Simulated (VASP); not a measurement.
# BiTe (Cm) in VASP: a series of runs

Runs on BiTe. Level: PBEsol. Tasks: single point.

Everything below comes from runs of VASP 6.6.1. Logs are shortened: lines on timing, memory, paths and dates and some standing lists are left out, and cuts for length are marked.

### Step 1. The cell of the first run

It takes space group Cm (No. 8, monoclinic). Conventional cell: a = 7.200 Å, b = 4.845 Å, c = 4.339 Å, α = 90.00°, β = 117.00°, γ = 90.00°. Within 4.2 Å of Bi (site symmetry m) lie 6 Te at 3.21 to 3.29 Å. Within 4.2 Å of Te (site symmetry m) lie 6 Bi at 3.21 to 3.29 Å.

### Step 2. Single point, PBEsol

The input, INCAR:

```
  ALGO = Normal
  EDIFF = 1E-6
  ENCUT = 520
  GGA = PS
  ISIF = 2
  ISMEAR = 0
  LASPH = T
  LCHARG = T
  LELF = T
  LREAL = F
  LVHAR = T
  LWAVE = F
  NBANDS = 18
  NELM = 60
  PREC = Accurate
  SIGMA = 0.15
```

The input, KPOINTS:

```
k-points
0
Gamma
  12 12 12
```

The input, POSCAR:

```
BiTe
1.0
    2.4227077728      1.3987509848      3.3172919545
   -2.4227077728      1.3987509848      3.3172919545
    0.0000000000     -2.7975019696      3.3172919545
Bi Te
1 1
Direct
    0.5000000000      0.5000000000      0.5000000000
   -0.0057652412     -0.0057652412      0.0057652412
```

Potentials or basis: VASP PAW PBE potentials, release 64 (Bi_d, Te).

Started as:

```
$ cat potpaw_PBE.64/Bi_d/POTCAR potpaw_PBE.64/Te/POTCAR > POTCAR
$ mpirun -np 1 vasp_std > vasp.out
```

OUTCAR:

```text
EDIFF = 1E-6
   ENCUT = 520
   GGA = PS
   ISIF = 2
   ISMEAR = 0
   LASPH = T
   LREAL = F
   NELM = 60
   PREC = Accurate

 ion  position               nearest neighbor table
   1  0.500  0.500  0.500-   2 3.21   2 3.25   2 3.25   2 3.26   2 3.26   2 3.29
   2  0.994  0.994  0.006-   1 3.21   1 3.25   1 3.25   1 3.26   1 3.26   1 3.29

  LATTYP: Found a trigonal (rhomboedric) cell.
 ALAT       =     4.3394058558
 COS(alpha) =     0.3765932224

  Lattice vectors:

 A1 = (   2.4227077728,   1.3987509848,   3.3172919545)
 A2 = (  -2.4227077728,   1.3987509848,   3.3172919545)
 A3 = (   0.0000000000,  -2.7975019696,   3.3172919545)

Analysis of symmetry for initial positions (statically):
=====================================================================
 Subroutine PRICEL returns:
 Original cell was already a primitive cell.

 Routine SETGRP: Setting up the symmetry group for a
 trigonal (rhombohedral) supercell.

 Subroutine GETGRP returns: Found  2 space group operations
 (whereof  2 operations were pure point group operations)
 out of a pool of 12 trial point group operations.

The static configuration has the point symmetry C_1h.

Analysis of symmetry for dynamics (positions and initial velocities):
=====================================================================
 Subroutine PRICEL returns:
 Original cell was already a primitive cell.

 Routine SETGRP: Setting up the symmetry group for a
 trigonal (rhombohedral) supercell.

 Subroutine GETGRP returns: Found  2 space group operations
 (whereof  2 operations were pure point group operations)
 out of a pool of 12 trial point group operations.

The dynamic configuration has the point symmetry C_1h.

 Subroutine INISYM returns: Found  2 space group operations
 (whereof  2 operations are pure point group operations),
 and found     1 'primitive' translations

----------------------------------------------------------------------------------------

                                     Primitive cell

  volume of cell :      67.4491

  direct lattice vectors                    reciprocal lattice vectors
     2.422707773  1.398750985  3.317291954     0.206380648  0.119153923  0.100483568
    -2.422707773  1.398750985  3.317291954    -0.206380648  0.119153923  0.100483568
     0.000000000 -2.797501970  3.317291954     0.000000000 -0.238307845  0.100483568

  length of vectors
     4.339405856  4.339405856  4.339405856     0.258626326  0.258626326  0.258626326

  position of ions in fractional coordinates (direct lattice)
     0.500000000  0.500000000  0.500000000
     0.994234759  0.994234759  0.005765241

  ion indices of the primitive-cell ions
   primitive index   ion index
                 1           1
                 2           2

----------------------------------------------------------------------------------------

 KPOINTS: k-points

Automatic generation of k-mesh.
 Grid dimensions read from file:
 generate k-points for:   12   12   12

 Generating k-lattice:

  Cartesian coordinates                     Fractional coordinates (reciprocal lattice)
     0.017198387  0.009929494  0.008373631     0.083333333 -0.000000000  0.000000000
    -0.017198387  0.009929494  0.008373631    -0.000000000  0.083333333  0.000000000
     0.000000000 -0.019858987  0.008373631     0.000000000  0.000000000  0.083333333

  Length of vectors
     0.021552194  0.021552194  0.021552194

  Shift w.r.t. Gamma in fractional coordinates (k-lattice)
     0.000000000  0.000000000  0.000000000

 Subroutine IBZKPT returns following result:
 ===========================================

 Found    476 irreducible k-points:

 Following reciprocal coordinates:
            Coordinates               Weight
  0.000000  0.000000  0.000000      1.000000
  0.083333 -0.000000  0.000000      4.000000
  0.000000  0.000000  0.083333      2.000000
  0.166667 -0.000000  0.000000      4.000000
  0.000000  0.000000  0.166667      2.000000
  0.250000 -0.000000  0.000000      4.000000
[... 16 lines left out ...]
 -0.333333  0.000000 -0.083333      4.000000
  0.083333 -0.000000  0.333333      4.000000
 [... further k-points ...]
   k-points           NKPTS =    476   k-points in BZ     NKDIM =    476   number of bands    NBANDS=     18
   number of dos      NEDOS =    301   number of ions     NIONS =      2
   total plane-waves  NPLWV =  32768
   dimension x,y,z NGX =    32 NGY =   32 NGZ =   32
   dimension x,y,z NGXF=    64 NGYF=   64 NGZF=   64
   ions per type =               1   1
   NGX,Y,Z   is equivalent  to a cutoff of  12.26, 12.26, 12.26 a.u.
   NGXF,Y,Z  is equivalent  to a cutoff of  24.52, 24.52, 24.52 a.u.
 SYSTEM =  unknown system
   PREC   = accura    normal or accurate (medium, high low for compatibility)
   ISTART =      0    job   : 0-new  1-cont  2-samecut
   ICHARG =      2    charge: 1-file 2-atom 10-const
   ISPIN  =      1    spin polarized calculation?
   LNONCOLLINEAR =      F non collinear calculations
   LSORBIT =      F    spin-orbit coupling
   LASPH  =      T    aspherical Exc in radial PAW
   ENCUT  =  520.0 eV  38.22 Ry    6.18 a.u.   8.07  8.07  8.07*2*pi/ulx,y,z
   NELM   =     60;   NELMIN=  2; NELMDL= -5     # of ELM steps
   EDIFF  = 0.1E-05   stopping-criterion for ELM
   LREAL  =      F    real-space projection
   EDIFFG = 0.1E-04   stopping-criterion for IOM
   NSW    =      0    number of steps for IOM
   IBRION =     -1    ionic relax: 0-MD 1-quasi-New 2-CG
   NFREE  =      0    steps in history (QN), initial steepest desc. (CG)
   ISIF   =      2    stress and relaxation
   ISYM   =      2    0-nonsym 1-usesym 2-fastsym
   POTIM  = 0.5000    time-step for ionic-motion
   TEBEG  =    0.0;   TEEND  =   0.0 temperature during run
   PSTRESS=    0.0 pullay stress
   NELECT =      21.0000    total number of electrons
   NUPDOWN=      -1.0000    fix difference up-down
   EMIN   =  10.00;   EMAX   =-10.00  energy-range for DOS
   EFERMI =   0.00;   METHOD = LEGACY
   ISMEAR =     0;   SIGMA  =   0.15  broadening in eV -4-tet -1-fermi 0-gaus
   EFERMI_NEDOS =   21; number of points for ismear=-14 and -15
   IALGO  =     38    algorithm
   IMIX   =      4    mixing-type and parameters
     AMIX     =   0.40;   BMIX     =  1.00
     AMIX_MAG =   1.60;   BMIX_MAG =  1.00
  volume/ion in A,a.u.               =      33.72       227.58
  Fermi-wavevector in a.u.,A,eV,Ry     =   1.109573  2.096789 16.750837  1.231152
  Thomas-Fermi vector in A             =   2.246114
   LORBIT       =      0    0 simple, 1 ext, 2 COOP (PROOUT), +10 PAW based schemes
   GGA     = PS    functional components
   LHFCALC =     F    Hartree Fock is set to
   AEXX    =    0.0000 exact exchange contribution
   IVDW    =     0    specifies the selected vdW correction
   LEPSILON=     F    determine dielectric tensor
   LRPA    =     F    only Hartree local field effects (RPA)
 non-spin polarized calculation
 Gauss-broadening in eV      SIGMA  =   0.15
  energy-cutoff  :      520.00
  volume of cell :       67.45
 maximum number of plane-waves:      1832
   NGX = 17   NGY = 17   NGZ = 17

 number of electron      20.9999995 magnetization

 Free energy of the ion-electron system (eV)
  ---------------------------------------------------
  ext. energy  EPLUGINS =         0.00000000
  ---------------------------------------------------
  free energy    TOTEN  =        -7.98758519 eV

  energy without entropy =       -7.97290692  energy(sigma->0) =       -7.98024605

 E-fermi :   6.5067     XC(G=0):  -9.6319

 val. band max:        6.4975113874   @ k =   0.1667   0.0833  -0.0833
 cond. band min:       6.5097467963   @ k =   0.3333   0.3333   0.1667
 fundamental gap:      0.0122354089
 Fermi energy:         6.5067148846

 k-point     1 :       0.0000    0.0000    0.0000
  band No.  band energies     occupation
      1     -16.6200      2.00000
      2     -16.6200      2.00000
      3     -16.6105      2.00000
      4     -16.6101      2.00000
      5     -16.5957      2.00000
      6      -6.9835      2.00000
[... 10 lines left out ...]
     17      13.1408      0.00000
     18      13.3851      0.00000

 k-point     2 :       0.0833   -0.0000    0.0000
  band No.  band energies     occupation
      1     -16.6200      2.00000
      2     -16.6199      2.00000
      3     -16.6108      2.00000
      4     -16.6097      2.00000
      5     -16.5955      2.00000
      6      -6.9242      2.00000
[... 10 lines left out ...]
     17      13.0726      0.00000
     18      13.6693      0.00000

 k-point     3 :       0.0000    0.0000    0.0833
  band No.  band energies     occupation
      1     -16.6200      2.00000
      2     -16.6199      2.00000
      3     -16.6105      2.00000
      4     -16.6100      2.00000
      5     -16.5955      2.00000
      6      -6.9242      2.00000
[... 10 lines left out ...]
     17      13.0731      0.00000
     18      13.6665      0.00000

 k-point     4 :       0.1667   -0.0000    0.0000
  band No.  band energies     occupation
      1     -16.6199      2.00000
      2     -16.6195      2.00000
      3     -16.6117      2.00000
      4     -16.6084      2.00000
      5     -16.5951      2.00000
      6      -6.7474      2.00000
[... 10 lines left out ...]
     17      13.9552      0.00000
     18      14.4428      0.00000

 k-point     5 :       0.0000    0.0000    0.1667
  band No.  band energies     occupation
      1     -16.6200      2.00000
      2     -16.6195      2.00000
      3     -16.6115      2.00000
      4     -16.6086      2.00000
      5     -16.5951      2.00000
      6      -6.7475      2.00000
[... 10 lines left out ...]
     17      13.9543      0.00000
     18      14.4390      0.00000

 k-point     6 :       0.2500   -0.0000    0.0000
  band No.  band energies     occupation
      1     -16.6201      2.00000
      2     -16.6192      2.00000
      3     -16.6128      2.00000
      4     -16.6066      2.00000
      5     -16.5942      2.00000
      6      -6.4563      2.00000
[... 10 lines left out ...]
     17      14.8820      0.00000
     18      15.5615      0.00000

 k-point     7 :       0.0000    0.0000    0.2500
  band No.  band energies     occupation
      1     -16.6202      2.00000
      2     -16.6191      2.00000
      3     -16.6126      2.00000
      4     -16.6069      2.00000
      5     -16.5941      2.00000
      6      -6.4565      2.00000
[... 10 lines left out ...]
     17      14.8807      0.00000
     18      15.5584      0.00000

 k-point     8 :       0.3333   -0.0000    0.0000
  band No.  band energies     occupation
      1     -16.6203      2.00000
      2     -16.6193      2.00000
      3     -16.6135      2.00000
      4     -16.6052      2.00000
      5     -16.5928      2.00000
      6      -6.0569      2.00000
[... 10 lines left out ...]
     17      15.2249      0.00000
     18      16.1860      0.00000
[... 229 lines left out ...]
     17      14.1340      0.00000
     18      14.9260      0.00000

 k-point    20 :      -0.2500    0.0000   -0.0833
  band No.  band energies     occupation
      1     -16.6207      2.00000
      2     -16.6192      2.00000
      3     -16.6124      2.00000
      4     -16.6061      2.00000
      5     -16.5945      2.00000
      6      -6.5025      2.00000
[... 10 lines left out ...]
     17      14.1332      0.00000
     18      14.9255      0.00000

 k-point    21 :       0.0833   -0.0000    0.2500
  band No.  band energies     occupation
      1     -16.6207      2.00000
      2     -16.6191      2.00000
      3     -16.6122      2.00000
      4     -16.6063      2.00000
      5     -16.5944      2.00000
      6      -6.5027      2.00000
[... 10 lines left out ...]
     17      14.1328      0.00000
     18      14.9241      0.00000

 k-point    22 :       0.3333    0.0833    0.0000
  band No.  band energies     occupation
      1     -16.6211      2.00000
      2     -16.6192      2.00000
      3     -16.6130      2.00000
      4     -16.6047      2.00000
      5     -16.5931      2.00000
      6      -6.1386      2.00000
[... 10 lines left out ...]
     17      14.9880      0.00000
     18      16.0426      0.00000

 k-point    23 :      -0.3333    0.0000   -0.0833
  band No.  band energies     occupation
      1     -16.6208      2.00000
      2     -16.6194      2.00000
      3     -16.6131      2.00000
      4     -16.6047      2.00000
      5     -16.5931      2.00000
      6      -6.1389      2.00000
[... 10 lines left out ...]
     17      14.9879      0.00000
     18      16.0425      0.00000

 k-point    24 :       0.0833   -0.0000    0.3333
  band No.  band energies     occupation
      1     -16.6210      2.00000
      2     -16.6192      2.00000
      3     -16.6130      2.00000
      4     -16.6049      2.00000
      5     -16.5930      2.00000
      6      -6.1392      2.00000
[... 10 lines left out ...]
     17      14.9880      0.00000
     18      16.0421      0.00000

 [... further k-points ...]
[... 5 lines left out ...]
  --------------------------------------------------------------------------------------
  -------------------------------------------------------------------------------------
  Total       -1.0968552     -1.0838958     -0.9874487      0.0000000      0.0065011      0.0000000
  in kB      -26.0545451    -25.7467104    -23.4557194      0.0000000      0.1544273      0.0000000
  external PRESSURE =     -25.0856583 kB  Pullay stress =       0.0000000 kB

 VOLUME and BASIS-vectors are now :
 -----------------------------------------------------------------------------
  energy-cutoff  :      520.00
  volume of cell :       67.45
      direct lattice vectors                 reciprocal lattice vectors
     2.422707773  1.398750985  3.317291954     0.206380648  0.119153923  0.100483568
    -2.422707773  1.398750985  3.317291954    -0.206380648  0.119153923  0.100483568
     0.000000000 -2.797501970  3.317291954     0.000000000 -0.238307845  0.100483568

 POSITION                                       TOTAL-FORCE (eV/Angst)
 -----------------------------------------------------------------------------------
      0.00000      0.00000      4.97594         0.000000     -0.064218     -0.020792
      0.00000      2.76525      6.61546         0.000000      0.064218      0.020792
 -----------------------------------------------------------------------------------
    total drift:                               -0.000000      0.000035     -0.000028

  FREE ENERGIE OF THE ION-ELECTRON SYSTEM (eV)
  ---------------------------------------------------
  free  energy   TOTEN  =        -7.9875851872 eV

  energy  without entropy=       -7.9729069210  energy(sigma->0) =       -7.98024605
```

Run time: 3.6 min. Hardware: 1 thread of Intel Xeon Platinum 8488C (Sapphire Rapids), shared host; peak memory 0.64 GiB.

What came out:

```yaml
Free_energy: -7.9876 eV
Pressure: -2.5 GPa
Largest_force: 0.068 eV/Å
```

Forces in eV/Å, atoms in the order of the input:
```
Bi   0.000 -0.064 -0.021
Te   0.000  0.064  0.021
```

Stress tensor (GPa, compression positive):
```
-2.61  0.00  0.00
 0.00 -2.57  0.02
 0.00  0.02 -2.35
```

Caveat: the cell differs from its parent crystal (all Te atoms moved +0.037 Å, as atom 2 towards its neighbour atom 1 (Bi) at 3.252 Å); the PAW data sets were made with another functional, which shifts forces and pressure a little; spin-orbit coupling is left out, which moves the levels of the heavy elements.

### Step 3. Single point, PBEsol

The input, INCAR:

```
PREC     = Accurate       # precision mode
ENCUT    = 520            # plane-wave cutoff, eV
EDIFF    = 1E-6           # SCF threshold, eV
ISMEAR   = 0              # smearing method
SIGMA    = 0.15           # smearing width, eV
LREAL    = False          # projectors in reciprocal space
LASPH    = True           # aspherical terms in the spheres
NELM     = 60             # most SCF steps
ALGO     = Normal         # electronic algorithm
ISIF     = 2              # what is computed and relaxed
LWAVE    = False          # write WAVECAR
LCHARG   = False          # write CHGCAR
GGA      = PS             # functional
NBANDS   = 18             # bands
```

The input, KPOINTS:

```
Automatic mesh
0
Gamma
  12 12 12
```

Changes to POSCAR since step 2:

```diff
@@ -9,2 +9,2 @@
     0.5000000000      0.5000000000      0.5000000000
-   -0.0057652412     -0.0057652412      0.0057652412
+   -0.0038434941     -0.0038434941      0.0038434941
```

Potentials or basis: VASP PAW PBE potentials, release 64 (Bi_d, Te).

Started as:

```
$ cat potpaw_PBE.64/Bi_d/POTCAR potpaw_PBE.64/Te/POTCAR > POTCAR
$ mpirun -np 1 vasp_std > vasp.out
```

It took 6.8 min on 1 thread of Intel Xeon 8259CL, shared host; peak memory 0.64 GiB.

Results (log left out):

```yaml
Free_energy: -7.9883 eV
Pressure: -2.5 GPa
Largest_force: 0.045 eV/Å
```

Forces in eV/Å, atoms in the order of the input:
```
Bi   0.000 -0.043 -0.014
Te   0.000  0.043  0.014
```

Stress tensor (GPa, compression positive):
```
-2.61  0.00  0.00
 0.00 -2.60  0.01
 0.00  0.01 -2.35
```

Levels at points of the mesh, in eV from the Fermi level:
| k point | band 6 | band 7 | band 8 | band 9 | band 10 | band 11 | band 12 | band 13 | band 14 | band 15 |
| --- | --- | --- | --- | --- | --- | --- | --- | --- | --- | --- |
| (0.00, 0.00, 0.00) | -13.49 | -8.28 | -2.90 | -2.90 | -1.59 | 1.89 | 2.50 | 2.51 | 4.04 | 4.04 |
| (0.50, 0.00, 0.00) | -11.58 | -11.35 | -1.84 | -1.82 | -1.03 | -0.97 | -0.60 | 0.31 | 6.66 | 6.81 |
| (0.00, 0.00, 0.50) | -11.58 | -11.35 | -1.84 | -1.82 | -1.03 | -0.97 | -0.61 | 0.31 | 6.66 | 6.81 |
| (0.50, 0.50, 0.00) | -11.69 | -9.98 | -5.61 | -4.48 | -3.29 | 2.36 | 3.07 | 3.59 | 4.58 | 8.22 |
| (0.50, 0.00, 0.50) | -11.70 | -9.97 | -5.61 | -4.48 | -3.29 | 2.35 | 3.08 | 3.59 | 4.58 | 8.22 |
| (0.50, 0.50, 0.50) | -11.23 | -10.94 | -2.34 | -2.34 | -2.24 | -1.58 | -1.27 | -1.26 | 7.92 | 8.50 |

Caveat: the cell differs from its parent crystal (all Te atoms moved +0.025 Å, as atom 2 towards its neighbour atom 1 (Bi) at 3.252 Å); the PAW data sets were made with another functional, which shifts forces and pressure a little; spin-orbit coupling is left out, which moves the levels of the heavy elements.
